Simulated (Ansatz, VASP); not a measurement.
Two plane-wave programs on B

```
B
1.0
     1.63051   -2.76341    0.00000
     1.63051    2.76341    0.00000
     0.00000    0.00000    3.26535
B
4
Cartesian
  1.6305 1.9206 0.2563
  1.6305 -0.8428 1.3763
  1.6305 -1.9206 3.0090
  1.6305 0.8428 1.8890
```

Alike in both runs: task single point; functional PBE; k mesh 6 × 6 × 6; occupations gaussian, width 0.1 eV; no spin polarisation.

|  | VASP | Ansatz |
| --- | --- | --- |
| version | VASP 6.6.1 | Ansatz 0.2.0 |
| potentials or method | VASP PAW PBE potentials, release 64 (B), cutoff 520 eV | scalar-relativistic, plane waves, PAW |
| valence electrons in the cell | 12 | 12 |

Ansatz gave:

| Quantity | Value |
| --- | --- |
| gap on the k mesh at the Fermi level (eV) | none |
| pressure (GPa) | -26.1 |
| traceless stress, the component that is largest in VASP (GPa) | 13.77 |
| rms of the force components (eV/Å) | 0.455 |

Question: Which values does VASP return?

Answer: gap on the k mesh at the Fermi level (eV): none; pressure (GPa): -26.1; traceless stress, the component that is largest in VASP (GPa): 13.79; rms of the force components (eV/Å): 0.455.

Atom by atom the forces differ by 0.000 eV/Å (rms over components). A gap of «none» marks a metal or a gap that the smearing closes. With one functional, cell and mesh, what is left measures potentials, basis and numerics.

The k mesh is coarse, so the values compare programs but aren't converged.
